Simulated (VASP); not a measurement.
# ScAl3 (Pm-3m) in VASP: further runs, part 2 of 2

VASP 6.6.1. The steps go on from the part before.

### 3 Single point, PBE

This run uses another cell than the first one, of 15.80 Å³/atom.

INCAR

```
SYSTEM = ScAl3
  PREC = Accurate
  ENCUT = 520
  EDIFF = 1E-6
  ISMEAR = -1
  SIGMA = 0.1
  LREAL = .False.
  LASPH = .True.
  NELM = 60
  ALGO = Normal
  ISIF = 2
  LWAVE = .False.
  LCHARG = .False.
  GGA = PE
  NBANDS = 18
```

KPOINTS

```
Automatic mesh
0
Gamma
  6 6 6
  0 0 0
```

POSCAR

```
ScAl3
1.0
    3.9829444398      0.0000000000      0.0000000000
    0.0000000000      3.9829444398      0.0000000000
    0.0000000000      0.0000000000      3.9829444398
Sc Al
1 3
Direct
    0.0000000000      0.0000000000      0.0000000000
    0.5000000000      0.0000000000      0.5000000000
    0.0000000000      0.5000000000      0.5000000000
    0.5000000000      0.5000000000      0.0000000000
```

Potentials or basis: VASP PAW PBE potentials, release 64 (Sc_sv, Al).

Run with:

```
$ cat potpaw_PBE.64/Sc_sv/POTCAR potpaw_PBE.64/Al/POTCAR > POTCAR
$ mpirun -np 1 vasp_std > vasp.out
```

OUTCAR:

```text
SYSTEM = ScAl3
   PREC = Accurate
   ENCUT = 520
   EDIFF = 1E-6
   ISMEAR = -1
   LREAL = .False.
   LASPH = .True.
   NELM = 60
   ISIF = 2
   GGA = PE

 ion  position               nearest neighbor table
   1  0.000  0.000  0.000-   2 2.82   3 2.82   4 2.82   2 2.82   3 2.82   3 2.82   4 2.82   3 2.82
                             2 2.82   4 2.82   2 2.82   4 2.82
   2  0.500  0.000  0.500-   1 2.82   3 2.82   4 2.82   1 2.82   4 2.82   3 2.82   4 2.82   4 2.82
                             1 2.82   3 2.82   1 2.82   3 2.82
   3  0.000  0.500  0.500-   1 2.82   2 2.82   4 2.82   1 2.82   4 2.82   1 2.82   2 2.82   1 2.82
                             2 2.82   4 2.82   4 2.82   2 2.82
   4  0.500  0.500  0.000-   1 2.82   2 2.82   3 2.82   2 2.82   3 2.82   1 2.82   2 2.82   2 2.82
                             1 2.82   3 2.82   3 2.82   1 2.82

  LATTYP: Found a simple cubic cell.
 ALAT       =     3.9829444398

  Lattice vectors:

 A1 = (   3.9829444398,   0.0000000000,   0.0000000000)
 A2 = (   0.0000000000,   3.9829444398,   0.0000000000)
 A3 = (   0.0000000000,   0.0000000000,   3.9829444398)

[... 172 lines left out ...]

 E-fermi :   8.0994     XC(G=0): -10.7225

 val. band max:        8.0903003239   @ k =   0.5000   0.3333   0.1667
 cond. band min:       8.1071658742   @ k =   0.1667   0.1667   0.0000
 fundamental gap:      0.0168655503
 Fermi energy:         8.0994084160

 k-point     1 :       0.0000    0.0000    0.0000
  band No.  band energies     occupation
      1     -40.7066      2.00000
      2     -19.4420      2.00000
      3     -19.4420      2.00000
      4     -19.4420      2.00000
      5      -2.4460      2.00000
      6       5.2717      2.00000
[... 397 lines left out ...]
      5       3.0659      2.00000
      6       3.0659      2.00000
[... 10 lines left out ...]
     17      12.4370      0.00000
     18      19.5780      0.00000

------------------------ aborting loop because EDIFF is reached ----------------------------------------

  FORCE on cell =-STRESS in cart. coord.  units (eV):
  Direction    XX          YY          ZZ          XY          YZ          ZX
  --------------------------------------------------------------------------------------
  -------------------------------------------------------------------------------------
  Total        3.7632387      3.7632387      3.7632387      0.0000000     -0.0000000     -0.0000000
  in kB       95.4244359     95.4244359     95.4244359      0.0000000     -0.0000000     -0.0000000
  external PRESSURE =      95.4244359 kB  Pullay stress =       0.0000000 kB

 VOLUME and BASIS-vectors are now :
 -----------------------------------------------------------------------------
  energy-cutoff  :      520.00
  volume of cell :       63.18
      direct lattice vectors                 reciprocal lattice vectors
     3.982944440  0.000000000  0.000000000     0.251070537  0.000000000  0.000000000
     0.000000000  3.982944440  0.000000000     0.000000000  0.251070537  0.000000000
     0.000000000  0.000000000  3.982944440     0.000000000  0.000000000  0.251070537

 POSITION                                       TOTAL-FORCE (eV/Angst)
 -----------------------------------------------------------------------------------
      0.00000      0.00000      0.00000         0.000000      0.000000      0.000000
      1.99147      0.00000      1.99147         0.000000      0.000000      0.000000
      0.00000      1.99147      1.99147         0.000000      0.000000      0.000000
      1.99147      1.99147      0.00000         0.000000      0.000000      0.000000
 -----------------------------------------------------------------------------------
    total drift:                                0.000000     -0.000000      0.000000

  FREE ENERGIE OF THE ION-ELECTRON SYSTEM (eV)
  ---------------------------------------------------
  free  energy   TOTEN  =       -19.1456606926 eV

  energy  without entropy=      -19.1000467556  energy(sigma->0) =      -19.12285372
```

OSZICAR:

```text
N       E                     dE             d eps       ncg     rms          rms(c)
DAV:   1     0.109926880582E+03    0.10993E+03   -0.83076E+03   720   0.102E+03
DAV:   2    -0.152998704142E+02   -0.12523E+03   -0.12235E+03   736   0.290E+02
DAV:   3    -0.199314205717E+02   -0.46316E+01   -0.44541E+01  1088   0.552E+01
DAV:   4    -0.200563635710E+02   -0.12494E+00   -0.12450E+00  1088   0.901E+00
DAV:   5    -0.200599890020E+02   -0.36254E-02   -0.36251E-02  1048   0.140E+00    0.102E+01
DAV:   6    -0.192129042084E+02    0.84708E+00   -0.31105E+00  1062   0.195E+01    0.374E+00
DAV:   7    -0.191672178272E+02    0.45686E-01   -0.92549E-02  1080   0.220E+00    0.215E+00
DAV:   8    -0.191461664089E+02    0.21051E-01   -0.32789E-02  1158   0.151E+00    0.284E-01
DAV:   9    -0.191459118488E+02    0.25456E-03   -0.58958E-03  1098   0.872E-01    0.187E-01
DAV:  10    -0.191456695963E+02    0.24225E-03   -0.82019E-04  1124   0.306E-01    0.590E-02
DAV:  11    -0.191456740686E+02   -0.44722E-05   -0.46220E-05  1120   0.437E-02    0.296E-02
DAV:  12    -0.191456603582E+02    0.13710E-04   -0.65369E-05  1040   0.901E-02    0.280E-03
DAV:  13    -0.191456606926E+02   -0.33440E-06   -0.15787E-06   754   0.116E-02
   1 F= -.19145661E+02 E0= -.19122854E+02  d E =-.456139E-01
```

Wall time 30 s (1 thread of Intel Xeon 8259CL, shared host); peak memory 0.17 GiB.

What came out:

```yaml
Free_energy: -19.1457 eV
Pressure: 9.5 GPa
Band_gap_on_the_k_mesh: zero (bands 10 and 11 overlap by 4.15 eV)
```

Levels at points of the mesh, in eV from the Fermi level:
| k point | band 7 | band 8 | band 9 | band 10 | band 11 | band 12 | band 13 | band 14 |
| --- | --- | --- | --- | --- | --- | --- | --- | --- |
| (0.00, 0.00, 0.00) | -2.83 | -1.95 | -1.95 | -1.95 | 1.15 | 1.24 | 1.24 | 1.24 |
| (0.50, 0.00, 0.00) | -1.94 | -1.94 | -1.75 | 1.02 | 1.02 | 1.22 | 1.26 | 1.63 |
| (0.50, 0.50, 0.00) | -5.86 | -4.66 | -0.70 | -0.70 | 1.12 | 1.37 | 2.16 | 2.62 |
| (0.50, 0.50, 0.50) | -5.03 | -4.86 | -3.13 | -3.13 | -3.13 | 1.06 | 2.73 | 2.73 |

Caveat: the cell stands under pressure.

### 4 Single point, PBE

This run uses another cell than the first one, of 16.65 Å³/atom.

INCAR

```
PREC = Accurate ; ENCUT = 520
EDIFF = 1E-7 ; ISMEAR = -1
SIGMA = 0.1 ; LREAL = F
LASPH = T ; NELM = 100
ALGO = Normal ; ISIF = 2
LWAVE = F ; LCHARG = F
GGA = PE ; NBANDS = 18
```

KPOINTS

```
Automatic mesh
0
Gamma
  6 6 6
```

POSCAR

```
ScAl3
1.0
    4.0534536301      0.0000000000      0.0000000000
    0.0000000000      4.0534536301      0.0000000000
    0.0000000000      0.0000000000      4.0534536301
Sc Al
1 3
Direct
    0.0000000000      0.0000000000      0.0000000000
    0.5000000000      0.0000000000      0.5000000000
    0.0000000000      0.5000000000      0.5000000000
    0.5000000000      0.5000000000      0.0000000000
```

Run with:

```
$ cat potpaw_PBE.64/Sc_sv/POTCAR potpaw_PBE.64/Al/POTCAR > POTCAR
$ mpirun -np 1 vasp_std > vasp.out
```

It took 34 s on 1 thread of Intel Xeon 8259CL, shared host; peak memory 0.18 GiB.

Results (log left out):

| Item | Value |
| --- | --- |
| Free energy | -19.2845 eV |
| Pressure | 3.7 GPa |
| Band gap on the k mesh | zero (bands 10 and 11 overlap by 4.00 eV) |

Levels at points of the mesh, in eV from the Fermi level:
| k point | band 7 | band 8 | band 9 | band 10 | band 11 | band 12 | band 13 | band 14 |
| --- | --- | --- | --- | --- | --- | --- | --- | --- |
| (0.00, 0.00, 0.00) | -2.75 | -1.92 | -1.92 | -1.92 | 1.17 | 1.23 | 1.23 | 1.23 |
| (0.50, 0.00, 0.00) | -1.85 | -1.85 | -1.62 | 0.92 | 0.94 | 0.94 | 1.27 | 1.58 |
| (0.50, 0.50, 0.00) | -5.77 | -4.52 | -0.65 | -0.65 | 1.12 | 1.31 | 2.05 | 2.48 |
| (0.50, 0.50, 0.50) | -4.93 | -4.66 | -3.08 | -3.08 | -3.08 | 0.93 | 2.59 | 2.59 |

Caveat: the cell stands under pressure.

### 5 Summary

| cell | gap on the mesh (eV) | pressure (GPa) |
| --- | --- | --- |
| a = 3.947 Å, 4 atoms | none | 13.1 |
| a = 3.983 Å, 4 atoms | none | 9.5 |
| a = 4.053 Å, 4 atoms | none | 3.7 |

Alike in all rows: task single point; level PBE; potentials or basis VASP PAW PBE potentials, release 64 (Sc_sv, Al); no spin polarisation; k mesh 6 × 6 × 6; cutoff (eV) 520; smearing fermi-dirac 0.1 eV.

Caveats: the cell stands under pressure.

Total energies depend on the potentials used, so only differences within one code and one set of settings carry meaning.
